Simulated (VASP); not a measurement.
Runs of VASP 6.6.1 on ScAl3. Symmetry: I4/mmm, No. 139, tetragonal system. The conventional cell has a = 4.026 Å, b = 4.026 Å, c = 8.846 Å, α = 90.00°, β = 90.00°, γ = 90.00°. Within 3.8 Å of Sc (site symmetry 4/mmm) lie 12 Al at 2.85 to 2.99 Å. Al (site symmetry -4m2) has 8 Al at 2.85 to 2.99 Å and 4 Sc at 2.99 Å within 3.8 Å. Within 3.8 Å of Al (site symmetry 4/mmm) lie 4 Sc at 2.85 Å and 8 Al at 2.99 Å. 

```tsv
level	U	k mesh	smearing	LDAUTYPE	hund's J	gap on the mesh (eV)	pressure (GPa)
PBE	-	2 × 2 × 2	gaussian 0.1 eV	-	-	none	-1.6
PBE+U	Sc d U = 9.0 eV, J = 0.98 eV	3 × 3 × 4	tetrahedron	1	0.98	none	6.3
revPBE	-	6 × 6 × 6	gaussian 0.1 eV	-	-	none	0.9
r2SCAN	-	6 × 6 × 6	gaussian 0.1 eV	-	-	none	(a)
PBE+U	Sc d U = 3.5 eV, J = 0.65 eV	4 × 4 × 5	methfessel-paxton 0.017 eV	1	0.65	none	2.1
PBE	-	6 × 1 × 4	gaussian 0.1 eV	-	-	none	-0.4
PBE	-	6 × 6 × 6	methfessel-paxton 0.0680285 eV	-	-	none	-0.4
revPBE	-	3 × 3 × 4	gaussian 0.1 eV	-	-	none	0.9
```

Alike in all rows: task single point; potentials or basis VASP PAW PBE potentials, release 64 (Sc_sv, Al); no spin polarisation; cell as given; cutoff (eV) 520.

Q: Fill in the values left out.

A: (a) -1.8.

Caveats: some runs use coarse meshes; the PAW data sets were made with another functional, which shifts forces and pressure a little (at least some runs); U without spin polarisation on a metal has little footing (at least some runs); the U is typed as a test and isn't derived for this compound (at least some runs).

A gap of «none» marks levels without a gap at the run's occupations.
